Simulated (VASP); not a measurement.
Set up this calculation in VASP 6.6.1, as the native input.

```yaml
Task: single point
Functional: r2SCAN
Potentials_or_basis: VASP PAW PBE potentials, release 64 (Au)
Cutoff: 520 eV
k_mesh: 18 × 18 × 18
Occupations: gaussian, width 0.1 eV
Spin: no spin polarisation
Dipole_correction: no
Further_INCAR_settings: ALGO = Normal; EDIFF = 1e-06; NBANDS = 12
```

The system is Au.

```
CELL_PARAMETERS angstrom
0.00000 2.04118 2.04118
2.04118 0.00000 2.04118
2.04118 2.04118 0.00000
ATOMIC_POSITIONS crystal
Au 0.00000 0.00000 0.00000
```

This cell differs from its parent crystal: volume scaled by 0.97.

These files were run (other wordings do the same):

POSCAR

```
Au
1.0
    0.0000000000      2.0411836371      2.0411836371
    2.0411836371      0.0000000000      2.0411836371
    2.0411836371      2.0411836371      0.0000000000
Au
1
Direct
    0.0000000000      0.0000000000      0.0000000000
```

INCAR.step1

```
ALGO     = Normal         # electronic algorithm
EDIFF    = 1E-4           # SCF threshold, eV
ENCUT    = 520            # plane-wave cutoff, eV
GGA      = PE             # functional
ISMEAR   = 0              # smearing method
LASPH    = True           # aspherical terms in the spheres
LCHARG   = False          # write CHGCAR
LREAL    = False          # projectors in reciprocal space
LWAVE    = True           # write WAVECAR
NBANDS   = 12             # bands
NELM     = 60             # most SCF steps
PREC     = Accurate       # precision mode
SIGMA    = 0.1            # smearing width, eV
```

INCAR.step2

```
ALGO     = Normal         # electronic algorithm
EDIFF    = 1E-6           # SCF threshold, eV
ENCUT    = 520            # plane-wave cutoff, eV
ISIF     = 2              # what is computed and relaxed
ISMEAR   = 0              # smearing method
ISTART   = 1            
LASPH    = True           # aspherical terms in the spheres
LCHARG   = False          # write CHGCAR
LMIXTAU  = True         
LREAL    = False          # projectors in reciprocal space
LWAVE    = False          # write WAVECAR
METAGGA  = R2SCAN         # meta-GGA
NBANDS   = 12             # bands
NELM     = 60             # most SCF steps
PREC     = Accurate       # precision mode
SIGMA    = 0.1            # smearing width, eV
```

KPOINTS

```
k-points
0
Gamma
  18 18 18
```

Potentials or basis: VASP PAW PBE potentials, release 64 (Au).

Command:

```bash
$ cat potpaw_PBE.64/Au/POTCAR > POTCAR
$ cp INCAR.step1 INCAR
$ mpirun -np 1 vasp_std > vasp.out
$ cp INCAR.step2 INCAR
$ mpirun -np 1 vasp_std > vasp.out
```

Results of the run:

```
Pressure : 5.6 GPa
```

Caveat: the PAW data sets were made with another functional, which shifts forces and pressure a little.

Run time: 88 s on 1 thread of Intel(R) Xeon(R) Platinum 8259CL CPU @ 2.50GHz (Skylake/Cascade Lake), on a shared host, peak memory 0.17 GiB.
